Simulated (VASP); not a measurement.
# MgCd2O3 (I4/mmm) in VASP: single point with PBE

Aim: the single point of MgCd2O3 with PBE.

All numbers are computed with VASP 6.6.1; they aren't measurements. Logs are shortened: lines on timing, memory, paths and dates and some standing lists are left out, and cuts for length are marked.

### 1 The cell of the first run

Symmetry: I4/mmm, No. 139, tetragonal system. Conventional cell: a = 3.285 Å, b = 3.285 Å, c = 13.847 Å, α = 90.00°, β = 90.00°, γ = 90.00°. Mg (site symmetry 4/mmm) has 6 O at 2.16 to 2.32 Å within 2.9 Å. Within 3.0 Å of Cd (site symmetry 4mm) lie 6 O at 2.29 to 2.47 Å. Within 3.0 Å of O (site symmetry 4/mmm) lie 2 Cd at 2.29 Å and 4 Mg at 2.32 Å. Within 2.9 Å of O (site symmetry 4mm) lie 1 Mg at 2.16 Å and 5 Cd at 2.33 to 2.47 Å.

### 2 Single point, PBE

Input file INCAR:

```
SYSTEM = MgCd2O3
  PREC = Accurate
  ENCUT = 520
  EDIFF = 1E-7
  ISMEAR = 0
  SIGMA = 0.01
  LREAL = .FALSE.
  LASPH = .TRUE.
  NELM = 100
  ALGO = Normal
  ISIF = 2
  LWAVE = .FALSE.
  LCHARG = .FALSE.
  GGA = PE
  NBANDS = 31
```

Input file KPOINTS:

```
regular mesh
0
G
  16 16 16
  0 0 0
```

Input file POSCAR:

```
MgCd2O3
1.0
   -1.6425940025      1.6425940025      6.9236356132
    1.6425940025     -1.6425940025      6.9236356132
    1.6425940025      1.6425940025     -6.9236356132
Mg Cd O
1 2 3
Direct
    0.5000000000      0.5000000000      0.0000000000
    0.8346046151      0.8346046151      0.0000000000
    0.1653953849      0.1653953849      0.0000000000
    0.0000000000      0.0000000000      0.0000000000
    0.6561902049      0.6561902049      0.0000000000
    0.3438097951      0.3438097951      0.0000000000
```

Potentials or basis: VASP PAW PBE potentials, release 64 (Mg, Cd, O).

Launch:

```bash
> cat potpaw_PBE.64/Mg/POTCAR potpaw_PBE.64/Cd/POTCAR potpaw_PBE.64/O/POTCAR > POTCAR
> mpirun -np 1 vasp_std > vasp.out
```

OUTCAR:

```text
SYSTEM = MgCd2O3
   PREC = Accurate
   ENCUT = 520
   EDIFF = 1E-7
   ISMEAR = 0
   LREAL = .FALSE.
   LASPH = .TRUE.
   NELM = 100
   ISIF = 2
   GGA = PE

 ion  position               nearest neighbor table
   1  0.500  0.500  0.000-   5 2.16   6 2.16   4 2.32   4 2.32   4 2.32   4 2.32   3 3.26   3 3.26
                             2 3.26   2 3.26   2 3.26   3 3.26   2 3.26   3 3.26
   2  0.835  0.835  0.000-   4 2.29   6 2.33   6 2.33   6 2.33   6 2.33   5 2.47   1 3.26   1 3.26
                             1 3.26   1 3.26   3 3.30   3 3.30   3 3.30   3 3.30
   3  0.165  0.165  0.000-   4 2.29   5 2.33   5 2.33   5 2.33   5 2.33   6 2.47   1 3.26   1 3.26
                             1 3.26   1 3.26   2 3.30   2 3.30   2 3.30   2 3.30
   4  0.000  0.000  0.000-   2 2.29   3 2.29   1 2.32   1 2.32   1 2.32   1 2.32
   5  0.656  0.656  0.000-   1 2.16   3 2.33   3 2.33   3 2.33   3 2.33   2 2.47
   6  0.344  0.344  0.000-   1 2.16   2 2.33   2 2.33   2 2.33   2 2.33   3 2.47

  LATTYP: Found a body centered tetragonal cell.
 ALAT       =     3.2851880050
 C/A-ratio  =     4.2150620316

  Lattice vectors:

 A1 = (  -1.6425940025,   1.6425940025,   6.9236356132)
 A2 = (   1.6425940025,  -1.6425940025,   6.9236356132)
 A3 = (   1.6425940025,   1.6425940025,  -6.9236356132)

Analysis of symmetry for initial positions (statically):
=====================================================================
 Subroutine PRICEL returns:
 Original cell was already a primitive cell.

 Routine SETGRP: Setting up the symmetry group for a
 body centered tetragonal supercell.

 Subroutine GETGRP returns: Found 16 space group operations
 (whereof 16 operations were pure point group operations)
 out of a pool of 16 trial point group operations.

The static configuration has the point symmetry D_4h.

Analysis of symmetry for dynamics (positions and initial velocities):
=====================================================================
 Subroutine PRICEL returns:
 Original cell was already a primitive cell.

 Routine SETGRP: Setting up the symmetry group for a
 body centered tetragonal supercell.

 Subroutine GETGRP returns: Found 16 space group operations
 (whereof 16 operations were pure point group operations)
 out of a pool of 16 trial point group operations.

The dynamic configuration has the point symmetry D_4h.

 Subroutine INISYM returns: Found 16 space group operations
 (whereof 16 operations are pure point group operations),
 and found     1 'primitive' translations

----------------------------------------------------------------------------------------

                                     Primitive cell

  volume of cell :      74.7231

  direct lattice vectors                    reciprocal lattice vectors
    -1.642594003  1.642594003  6.923635613     0.000000000  0.304396582  0.072216394
     1.642594003 -1.642594003  6.923635613     0.304396582  0.000000000  0.072216394
     1.642594003  1.642594003 -6.923635613     0.304396582  0.304396582  0.000000000

  length of vectors
     7.302941888  7.302941888  7.302941888     0.312845788  0.312845788  0.430481775

  position of ions in fractional coordinates (direct lattice)
     0.500000000  0.500000000  0.000000000
     0.834604615  0.834604615  0.000000000
     0.165395385  0.165395385  0.000000000
     0.000000000  0.000000000  0.000000000
     0.656190205  0.656190205  0.000000000
     0.343809795  0.343809795  0.000000000

  ion indices of the primitive-cell ions
   primitive index   ion index
                 1           1
                 2           2
                 3           3
                 4           4
                 5           5
                 6           6

----------------------------------------------------------------------------------------

 KPOINTS: regular mesh

Automatic generation of k-mesh.
 Grid dimensions read from file:
 generate k-points for:   16   16   16

 Generating k-lattice:

  Cartesian coordinates                     Fractional coordinates (reciprocal lattice)
     0.000000000  0.019024786  0.004513525     0.062500000  0.000000000 -0.000000000
     0.019024786  0.000000000  0.004513525     0.000000000  0.062500000 -0.000000000
     0.019024786  0.019024786  0.000000000     0.000000000  0.000000000  0.062500000

  Length of vectors
     0.019552862  0.019552862  0.026905111

  Shift w.r.t. Gamma in fractional coordinates (k-lattice)
     0.000000000  0.000000000  0.000000000

 Subroutine IBZKPT returns following result:
 ===========================================

 Found    349 irreducible k-points:

 Following reciprocal coordinates:
            Coordinates               Weight
  0.000000  0.000000  0.000000      1.000000
  0.062500  0.000000  0.000000      8.000000
  0.125000  0.000000  0.000000      8.000000
  0.187500  0.000000 -0.000000      8.000000
  0.250000  0.000000  0.000000      8.000000
  0.312500  0.000000 -0.000000      8.000000
[... 16 lines left out ...]
 -0.125000  0.062500  0.000000     16.000000
 -0.062500  0.062500  0.000000      4.000000
 [... further k-points ...]
   k-points           NKPTS =    349   k-points in BZ     NKDIM =    349   number of bands    NBANDS=     31
   number of dos      NEDOS =    301   number of ions     NIONS =      6
   total plane-waves  NPLWV = 157464
   dimension x,y,z NGX =    54 NGY =   54 NGZ =   54
   dimension x,y,z NGXF=   108 NGYF=  108 NGZF=  108
   ions per type =               1   2   3
   NGX,Y,Z   is equivalent  to a cutoff of  12.29, 12.29, 12.29 a.u.
   NGXF,Y,Z  is equivalent  to a cutoff of  24.59, 24.59, 24.59 a.u.
 SYSTEM =  MgCd2O3
   PREC   = accura    normal or accurate (medium, high low for compatibility)
   ISTART =      0    job   : 0-new  1-cont  2-samecut
   ICHARG =      2    charge: 1-file 2-atom 10-const
   ISPIN  =      1    spin polarized calculation?
   LNONCOLLINEAR =      F non collinear calculations
   LSORBIT =      F    spin-orbit coupling
   LASPH  =      T    aspherical Exc in radial PAW
   ENCUT  =  520.0 eV  38.22 Ry    6.18 a.u.  13.58 13.58 13.58*2*pi/ulx,y,z
   NELM   =    100;   NELMIN=  2; NELMDL= -5     # of ELM steps
   EDIFF  = 0.1E-06   stopping-criterion for ELM
   LREAL  =      F    real-space projection
   EDIFFG = 0.1E-05   stopping-criterion for IOM
   NSW    =      0    number of steps for IOM
   IBRION =     -1    ionic relax: 0-MD 1-quasi-New 2-CG
   NFREE  =      0    steps in history (QN), initial steepest desc. (CG)
   ISIF   =      2    stress and relaxation
   ISYM   =      2    0-nonsym 1-usesym 2-fastsym
   POTIM  = 0.5000    time-step for ionic-motion
   TEBEG  =    0.0;   TEEND  =   0.0 temperature during run
   PSTRESS=    0.0 pullay stress
   NELECT =      44.0000    total number of electrons
   NUPDOWN=      -1.0000    fix difference up-down
   EMIN   =  10.00;   EMAX   =-10.00  energy-range for DOS
   EFERMI =   0.00;   METHOD = LEGACY
   ISMEAR =     0;   SIGMA  =   0.01  broadening in eV -4-tet -1-fermi 0-gaus
   EFERMI_NEDOS =   21; number of points for ismear=-14 and -15
   IALGO  =     38    algorithm
   IMIX   =      4    mixing-type and parameters
     AMIX     =   0.40;   BMIX     =  1.00
     AMIX_MAG =   1.60;   BMIX_MAG =  1.00
  volume/ion in A,a.u.               =      12.45        84.04
  Fermi-wavevector in a.u.,A,eV,Ry     =   1.372169  2.593023 25.617687  1.882847
  Thomas-Fermi vector in A             =   2.497800
   LORBIT       =      0    0 simple, 1 ext, 2 COOP (PROOUT), +10 PAW based schemes
   GGA     = PE    functional components
   LHFCALC =     F    Hartree Fock is set to
   AEXX    =    0.0000 exact exchange contribution
   IVDW    =     0    specifies the selected vdW correction
   LEPSILON=     F    determine dielectric tensor
   LRPA    =     F    only Hartree local field effects (RPA)
 non-spin polarized calculation
 Gauss-broadening in eV      SIGMA  =   0.01
  energy-cutoff  :      520.00
  volume of cell :       74.72
 maximum number of plane-waves:      2036
   NGX = 27   NGY = 27   NGZ = 27

 number of electron      44.0000004 magnetization

 Free energy of the ion-electron system (eV)
  ---------------------------------------------------
  ext. energy  EPLUGINS =         0.00000000
  ---------------------------------------------------
  free energy    TOTEN  =       -26.81299810 eV

  energy without entropy =      -26.81299810  energy(sigma->0) =      -26.81299810

 E-fermi :   2.3043     XC(G=0): -11.2231

 val. band max:        2.1880934405   @ k =  -0.4375   0.5000   0.2500
 cond. band min:       2.4634407935   @ k =   0.0000   0.0000   0.0000
 fundamental gap:      0.2753473529
 Fermi energy:         2.3043315004

 k-point     1 :       0.0000    0.0000    0.0000
  band No.  band energies     occupation
      1     -15.1230      2.00000
      2     -14.7282      2.00000
      3     -14.0647      2.00000
      4      -4.9061      2.00000
      5      -4.7022      2.00000
      6      -4.6685      2.00000
[... 23 lines left out ...]
     30      15.4506      0.00000
     31      15.4506      0.00000

 k-point     2 :       0.0625    0.0000    0.0000
  band No.  band energies     occupation
      1     -15.1034      2.00000
      2     -14.7165      2.00000
      3     -14.0587      2.00000
      4      -4.8990      2.00000
      5      -4.7159      2.00000
      6      -4.6646      2.00000
[... 23 lines left out ...]
     30      15.4168      0.00000
     31      16.0243      0.00000

 k-point     3 :       0.1250    0.0000    0.0000
  band No.  band energies     occupation
      1     -15.0461      2.00000
      2     -14.6829      2.00000
      3     -14.0418      2.00000
      4      -4.8864      2.00000
      5      -4.7508      2.00000
      6      -4.6666      2.00000
[... 703 lines left out ...]
     30      15.3649      0.00000
     31      15.7776      0.00000

 k-point    24 :      -0.0625    0.0625    0.0000
  band No.  band energies     occupation
      1     -15.0860      2.00000
      2     -14.7034      2.00000
      3     -14.0523      2.00000
      4      -4.8903      2.00000
      5      -4.7278      2.00000
      6      -4.6584      2.00000
[... 23 lines left out ...]
     30      15.4416      0.00000
     31      16.4108      0.00000

 [... further k-points ...]

------------------------ aborting loop because EDIFF is reached ----------------------------------------

  FORCE on cell =-STRESS in cart. coord.  units (eV):
  Direction    XX          YY          ZZ          XY          YZ          ZX
  --------------------------------------------------------------------------------------
  -------------------------------------------------------------------------------------
  Total        0.4618283      0.4618283      0.3609177      0.0000000      0.0000000      0.0000000
  in kB        9.9023084      9.9023084      7.7386295      0.0000000      0.0000000      0.0000000
  external PRESSURE =       9.1810821 kB  Pullay stress =       0.0000000 kB

 VOLUME and BASIS-vectors are now :
 -----------------------------------------------------------------------------
  energy-cutoff  :      520.00
  volume of cell :       74.72
      direct lattice vectors                 reciprocal lattice vectors
    -1.642594003  1.642594003  6.923635613     0.000000000  0.304396582  0.072216394
     1.642594003 -1.642594003  6.923635613     0.304396582  0.000000000  0.072216394
     1.642594003  1.642594003 -6.923635613     0.304396582  0.304396582  0.000000000

 POSITION                                       TOTAL-FORCE (eV/Angst)
 -----------------------------------------------------------------------------------
      0.00000      0.00000      6.92364        -0.000000     -0.000000      0.000000
      0.00000      0.00000     11.55700        -0.000000     -0.000000     -0.039871
      0.00000      0.00000      2.29027        -0.000000     -0.000000      0.039871
      0.00000      0.00000      0.00000        -0.000000     -0.000000      0.000000
      0.00000      0.00000      9.08644         0.000000      0.000000     -0.042811
      0.00000      0.00000      4.76083        -0.000000     -0.000000      0.042811
 -----------------------------------------------------------------------------------
    total drift:                                0.000000      0.000000     -0.000000

  FREE ENERGIE OF THE ION-ELECTRON SYSTEM (eV)
  ---------------------------------------------------
  free  energy   TOTEN  =       -26.8129981043 eV

  energy  without entropy=      -26.8129981043  energy(sigma->0) =      -26.81299810
```

It took 56 min on 1 thread of Intel Xeon Platinum 8559C (Emerald Rapids), shared host; peak memory 0.95 GiB.

Results:

```yaml
Free_energy: -26.8130 eV
Pressure: 0.9 GPa
Largest_force: 0.043 eV/Å
Band_gap_on_the_k_mesh: 0.28 eV (least direct gap 1.16 eV)
```

Forces on the atoms (eV/Å):
```
Mg   0.000  0.000  0.000
Cd   0.000  0.000 -0.040
Cd   0.000  0.000  0.040
O    0.000  0.000  0.000
O    0.000  0.000 -0.043
O    0.000  0.000  0.043
```

Caveat: semilocal functionals underestimate gaps, and a narrow one can read as zero. A k mesh can miss the band edges.
